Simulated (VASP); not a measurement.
CoSi2 (MoSi2 type): single point with PBE

CoSi2 (MoSi2 type):

```xyz
3
Lattice="-1.4671 1.4671 3.3546 1.4671 -1.4671 3.3546 1.4671 1.4671 -3.3546" Properties=species:S:1:pos:R:3 pbc="T T T"
Co    0.0000    0.0000    0.0000
Si    0.0000    0.0000    2.2490
Si    0.0000    0.0000   -2.2490
```

This cell differs from its parent crystal: volume scaled by 0.8.

```yaml
Program: VASP 6.6.1
Task: single point
Functional: PBE
Potentials_or_basis: VASP PAW PBE potentials, release 64 (Co, Si)
Cutoff: 520 eV
k_mesh: 14 × 14 × 14
Occupations: fermi-dirac, width 0.05 eV
Spin: no spin polarisation
Dipole_correction: no
Further_INCAR_settings: ALGO = Normal; EDIFF = 1e-07; NBANDS = 16
```

```
Pressure      : 62.7 GPa
Largest force : 0.004 eV/Å
```

Forces in eV/Å, atoms in the order of the input:
```
Co   0.000  0.000  0.000
Si   0.000  0.000  0.004
Si   0.000  0.000 -0.004
```

Stress tensor (GPa, compression positive):
```
62.53  0.00  0.00
 0.00 62.53  0.00
 0.00  0.00 62.97
```

Levels at points of the mesh, in eV from the Fermi level:
```tsv
k point	band 6	band 7	band 8	band 9	band 10	band 11	band 12	band 13
(0.00, 0.00, 0.00)	-3.60	-2.48	0.41	2.27	2.62	2.62	2.62	2.62
(0.50, 0.00, 0.00)	-4.01	-3.02	-1.46	0.96	2.87	4.38	4.56	7.11
(0.50, 0.50, 0.00)	-4.11	-4.04	-1.47	-0.99	-0.05	0.92	3.93	4.81
(0.50, 0.50, 0.50)	-2.88	-2.39	-1.88	-1.88	3.46	4.31	9.14	9.55
```

Run time: 91 s on 1 thread of AMD EPYC 9R45 96-Core Processor (Zen 5), with other jobs on the host, peak memory 0.22 GiB.

 Spin polarisation is off, so any magnetic state and its effect on volume and gap are missing.
